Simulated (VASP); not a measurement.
## C: single point with LDA

The system is C.

```
C
1.0
     1.16663    0.67355    3.17966
    -1.16663    0.67355    3.17966
     0.00000   -1.34710    3.17966
C
2
Direct
  0.16400 0.16400 0.16400
  0.83600 0.83600 0.83600
```

This cell differs from its parent crystal: strain -0.050 along x and y, -0.050 along z.

* Program: VASP 6.6.1
* Task: single point
* Functional: LDA
* Potentials or basis: VASP PAW LDA potentials, release 64 (C)
* Cutoff: 520 eV
* k mesh: 12 × 12 × 12
* Occupations: gaussian, width 0.05 eV
* Spin: no spin polarisation

```json
{
 "Pressure": "52.8 GPa",
 "Largest force": "0.768 eV/Å",
 "Band gap on the k mesh": "0.96 eV, direct"
}
```

Forces in eV/Å, atoms in the order of the input:
```
C    0.000  0.000  0.768
C    0.000  0.000 -0.768
```

Stress tensor (GPa, compression positive):
```
78.98  0.00  0.00
 0.00 78.98  0.00
 0.00  0.00  0.54
```

Levels at points of the mesh, in eV from the valence-band top:
| k point | band 1 | band 2 | band 3 | band 4 | band 5 | band 6 | band 7 | band 8 | band 9 |
| --- | --- | --- | --- | --- | --- | --- | --- | --- | --- |
| (0.00, 0.00, 0.00) | -20.34 | -6.93 | -2.36 | -2.36 | 4.13 | 9.98 | 9.98 | 13.87 | 17.47 |
| (0.50, 0.00, 0.00) | -14.12 | -13.78 | -6.26 | -1.66 | 2.45 | 10.01 | 13.15 | 13.30 | 20.05 |
| (0.50, 0.50, 0.00) | -13.95 | -13.66 | -6.33 | -2.71 | 1.75 | 9.41 | 14.21 | 16.71 | 22.43 |
| (0.50, 0.50, 0.50) | -19.89 | -9.47 | -2.38 | -2.38 | 9.93 | 9.93 | 11.47 | 13.96 | 17.11 |

Wall time 25 s on 1 thread of Intel Xeon 6975P-C, on a shared host, peak memory 0.15 GiB.

Caveat: the cell differs from its parent crystal (strain -0.050 along x and y, -0.050 along z). A k mesh can miss the band edges.
